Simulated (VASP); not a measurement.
# C (P6_3/mmc) in VASP: a series of runs, part 2 of 3

VASP 6.6.1. The steps go on from the part before.

## Step 4: Relaxation of the atoms, PBE (strained cell)

INCAR

```
PREC     = Accurate       # precision mode
ENCUT    = 520            # plane-wave cutoff, eV
EDIFF    = 1E-6           # SCF threshold, eV
ISMEAR   = 0              # smearing method
SIGMA    = 0.02           # smearing width, eV
LREAL    = False          # projectors in reciprocal space
LASPH    = True           # aspherical terms in the spheres
NELM     = 60             # most SCF steps
ALGO     = Normal         # electronic algorithm
ISIF     = 2              # what is computed and relaxed
LWAVE    = False          # write WAVECAR
LCHARG   = False          # write CHGCAR
GGA      = PE             # functional
IBRION   = 2              # ionic algorithm
NSW      = 60             # ionic steps
EDIFFG   = -0.002         # ionic threshold
```

KPOINTS

```
Automatic mesh
0
Gamma
  9 9 6
```

POSCAR

```
C
1.0
    2.5112152754      0.0000000000      0.0000000000
   -1.2556076377      2.1747762229      0.0000000000
    0.0000000000      0.0000000000      4.2430102239
C
4
Direct
    0.3333333333      0.6666666667     -0.0003907681
    0.6666666667      0.3333333333      0.4996092319
    0.3333333333      0.6666666667      0.3743907681
    0.6666666667      0.3333333333      0.8743907681
```

Potentials or basis: VASP PAW PBE potentials, release 64 (C).

The run is started by

```bash
$ cat potpaw_PBE.64/C/POTCAR > POTCAR
$ mpirun -np 1 vasp_std > vasp.out
```

OUTCAR:

```text
PREC = Accurate
   ENCUT = 520
   EDIFF = 1E-6
   ISMEAR = 0
   LREAL = False
   LASPH = True
   NELM = 60
   ISIF = 2
   GGA = PE
   IBRION = 2
   NSW = 60
   EDIFFG = -0.002

 ion  position               nearest neighbor table
   1  0.333  0.667  1.000-   4 1.54   4 1.54   4 1.54   3 1.59
   2  0.667  0.333  0.500-   3 1.54   3 1.54   3 1.54   4 1.59
   3  0.333  0.667  0.374-   2 1.54   2 1.54   2 1.54   1 1.59
   4  0.667  0.333  0.874-   1 1.54   1 1.54   1 1.54   2 1.59

  LATTYP: Found a hexagonal cell.
 ALAT       =     2.5112152754
 C/A-ratio  =     1.6896242490

  Lattice vectors:

 A1 = (   2.5112152754,   0.0000000000,   0.0000000000)
 A2 = (  -1.2556076377,   2.1747762229,   0.0000000000)
 A3 = (   0.0000000000,   0.0000000000,   4.2430102239)

Analysis of symmetry for initial positions (statically):
=====================================================================
 Subroutine PRICEL returns:
 Original cell was already a primitive cell.

 Routine SETGRP: Setting up the symmetry group for a
 hexagonal supercell.

 Subroutine GETGRP returns: Found 24 space group operations
 (whereof  6 operations were pure point group operations)
 out of a pool of 24 trial point group operations.

The static configuration has the point symmetry C_3v.
 The point group associated with its full space group is D_6h.

Analysis of symmetry for dynamics (positions and initial velocities):
=====================================================================
 Subroutine PRICEL returns:
 Original cell was already a primitive cell.

 Routine SETGRP: Setting up the symmetry group for a
 hexagonal supercell.

 Subroutine GETGRP returns: Found 24 space group operations
 (whereof  6 operations were pure point group operations)
 out of a pool of 24 trial point group operations.

The dynamic configuration has the point symmetry C_3v.
 The point group associated with its full space group is D_6h.

 Subroutine INISYM returns: Found 24 space group operations
 (whereof  6 operations are pure point group operations),
 and found     1 'primitive' translations

----------------------------------------------------------------------------------------

                                     Primitive cell

  volume of cell :      23.1725

  direct lattice vectors                    reciprocal lattice vectors
     2.511215275  0.000000000  0.000000000     0.398213570  0.229908712  0.000000000
    -1.255607638  2.174776223  0.000000000     0.000000000  0.459817424  0.000000000
     0.000000000  0.000000000  4.243010224     0.000000000  0.000000000  0.235681732

  length of vectors
     2.511215275  2.511215275  4.243010224     0.459817424  0.459817424  0.235681732

  position of ions in fractional coordinates (direct lattice)
     0.333333333  0.666666667  0.999609232
     0.666666667  0.333333333  0.499609232
     0.333333333  0.666666667  0.374390768
     0.666666667  0.333333333  0.874390768

[... 64 lines left out ...]
   dimension x,y,z NGXF=    40 NGYF=   40 NGZF=   64
   ions per type =               4
   NGX,Y,Z   is equivalent  to a cutoff of  13.24, 13.24, 12.54 a.u.
   NGXF,Y,Z  is equivalent  to a cutoff of  26.48, 26.48, 25.08 a.u.
 SYSTEM =  unknown system
   PREC   = accura    normal or accurate (medium, high low for compatibility)
   ISTART =      0    job   : 0-new  1-cont  2-samecut
   ICHARG =      2    charge: 1-file 2-atom 10-const
   ISPIN  =      1    spin polarized calculation?
   LNONCOLLINEAR =      F non collinear calculations
   LSORBIT =      F    spin-orbit coupling
   LASPH  =      T    aspherical Exc in radial PAW
   ENCUT  =  520.0 eV  38.22 Ry    6.18 a.u.   4.67  4.67  7.89*2*pi/ulx,y,z
   NELM   =     60;   NELMIN=  2; NELMDL= -5     # of ELM steps
   EDIFF  = 0.1E-05   stopping-criterion for ELM
   LREAL  =      F    real-space projection
   EDIFFG = -.2E-02   stopping-criterion for IOM
   NSW    =     60    number of steps for IOM
   IBRION =      2    ionic relax: 0-MD 1-quasi-New 2-CG
   NFREE  =      1    steps in history (QN), initial steepest desc. (CG)
   ISIF   =      2    stress and relaxation
   ISYM   =      2    0-nonsym 1-usesym 2-fastsym
   POTIM  = 0.5000    time-step for ionic-motion
   TEBEG  =    0.0;   TEEND  =   0.0 temperature during run
   PSTRESS=    0.0 pullay stress
   NELECT =      16.0000    total number of electrons
   NUPDOWN=      -1.0000    fix difference up-down
   EMIN   =  10.00;   EMAX   =-10.00  energy-range for DOS
   EFERMI =   0.00;   METHOD = LEGACY
   ISMEAR =     0;   SIGMA  =   0.02  broadening in eV -4-tet -1-fermi 0-gaus
   EFERMI_NEDOS =   21; number of points for ismear=-14 and -15
   IALGO  =     38    algorithm
   IMIX   =      4    mixing-type and parameters
     AMIX     =   0.40;   BMIX     =  1.00
     AMIX_MAG =   1.60;   BMIX_MAG =  1.00
  volume/ion in A,a.u.               =       5.79        39.09
  Fermi-wavevector in a.u.,A,eV,Ry     =   1.446963  2.734363 28.486527  2.093701
  Thomas-Fermi vector in A             =   2.564971
   LORBIT       =      0    0 simple, 1 ext, 2 COOP (PROOUT), +10 PAW based schemes
   GGA     = PE    functional components
   LHFCALC =     F    Hartree Fock is set to
   AEXX    =    0.0000 exact exchange contribution
   IVDW    =     0    specifies the selected vdW correction
   LEPSILON=     F    determine dielectric tensor
   LRPA    =     F    only Hartree local field effects (RPA)
 conjugate gradient relaxation of ions
 non-spin polarized calculation
 Gauss-broadening in eV      SIGMA  =   0.02
  energy-cutoff  :      520.00
  volume of cell :       23.17
 maximum number of plane-waves:       640
 NGX is ok and might be reduce to    20
   NGX =  9   NGY =  9   NGZ = 15

--------------------------------------- Ionic step        1  -------------------------------------------

 number of electron      16.0000001 magnetization

 Free energy of the ion-electron system (eV)
  ---------------------------------------------------
  ext. energy  EPLUGINS =         0.00000000
  ---------------------------------------------------
  free energy    TOTEN  =       -36.25448482 eV

  energy without entropy =      -36.25448482  energy(sigma->0) =      -36.25448482

------------------------ aborting loop because EDIFF is reached ----------------------------------------

  FORCE on cell =-STRESS in cart. coord.  units (eV):
  Direction    XX          YY          ZZ          XY          YZ          ZX
  --------------------------------------------------------------------------------------
  -------------------------------------------------------------------------------------
  Total        0.0953817      0.0953817     -2.5657231     -0.0000000      0.0000000      0.0000000
  in kB        6.5948242      6.5948242   -177.3976107     -0.0000000      0.0000000      0.0000000
  external PRESSURE =     -54.7359875 kB  Pullay stress =       0.0000000 kB
[... 63 lines left out ...]
--------------------------------------- Ionic step        3  -------------------------------------------

 number of electron      16.0000001 magnetization

 Free energy of the ion-electron system (eV)
  ---------------------------------------------------
  ext. energy  EPLUGINS =         0.00000000
  ---------------------------------------------------
  free energy    TOTEN  =       -36.25448795 eV

  energy without entropy =      -36.25448795  energy(sigma->0) =      -36.25448795

 E-fermi :   9.8435     XC(G=0): -13.1414

 val. band max:        9.6827341047   @ k =   0.0000   0.0000   0.0000
 cond. band min:      13.0756035582   @ k =   0.3333   0.3333   0.0000
 fundamental gap:      3.3928694536
 Fermi energy:         9.8434874832

 k-point     1 :       0.0000    0.0000    0.0000
  band No.  band energies     occupation
      1     -11.7939      2.00000
      2      -6.5489      2.00000
      3      -3.7125      2.00000
      4       6.8261      2.00000
      5       6.8261      2.00000
      6       9.2437      2.00000
      7       9.6827      2.00000
      8       9.6827      2.00000
      9      14.5671      0.00000
     10      14.8185      0.00000
     11      14.8185      0.00000
     12      17.9517      0.00000
[... 331 lines left out ...]
 k-point    24 :       0.3333    0.3333    0.1667
  band No.  band energies     occupation
      1      -4.5212      2.00000
      2      -4.5212      2.00000
      3      -0.9745      2.00000
      4      -0.7781      2.00000
      5      -0.7781      2.00000
      6       2.2817      2.00000
      7       3.5633      2.00000
      8       3.5633      2.00000
      9      13.8539      0.00000
     10      19.4305      0.00000
     11      19.4305      0.00000
     12      22.2389      0.00000

 [... further k-points ...]

------------------------ aborting loop because EDIFF is reached ----------------------------------------

  FORCE on cell =-STRESS in cart. coord.  units (eV):
  Direction    XX          YY          ZZ          XY          YZ          ZX
  --------------------------------------------------------------------------------------
  -------------------------------------------------------------------------------------
  Total        0.0939765      0.0939765     -2.5678345      0.0000000      0.0000000      0.0000000
  in kB        6.4976645      6.4976645   -177.5435987      0.0000000      0.0000000      0.0000000
  external PRESSURE =     -54.8494232 kB  Pullay stress =       0.0000000 kB
[... 19 lines left out ...]
  FREE ENERGIE OF THE ION-ELECTRON SYSTEM (eV)
  ---------------------------------------------------
  free  energy   TOTEN  =       -36.2544879496 eV

  energy  without entropy=      -36.2544879496  energy(sigma->0) =      -36.25448795

 reached required accuracy - stopping structural energy minimisation
```

Run time: 11 s. Hardware: 1 thread of Intel Xeon Platinum 8488C (Sapphire Rapids), shared host; peak memory 0.13 GiB.

What came out:

```
Free energy               : -36.2545 eV
Energy gained by relaxing : 0.0 meV/atom
Ionic steps               : 3
Pressure after relaxing   : -5.5 GPa
Band gap on the k mesh    : 3.39 eV, indirect (least direct gap 4.88 eV)
```

Final structure:
```
C
1.0
     2.51122    0.00000    0.00000
    -1.25561    2.17478    0.00000
     0.00000    0.00000    4.24301
C
4
Direct
  0.33333 0.66667 0.99965
  0.66667 0.33333 0.49965
  0.33333 0.66667 0.37435
  0.66667 0.33333 0.87435
```

Caveat: the cell differs from its parent crystal (strained cell).

[end of part 2 of 3]
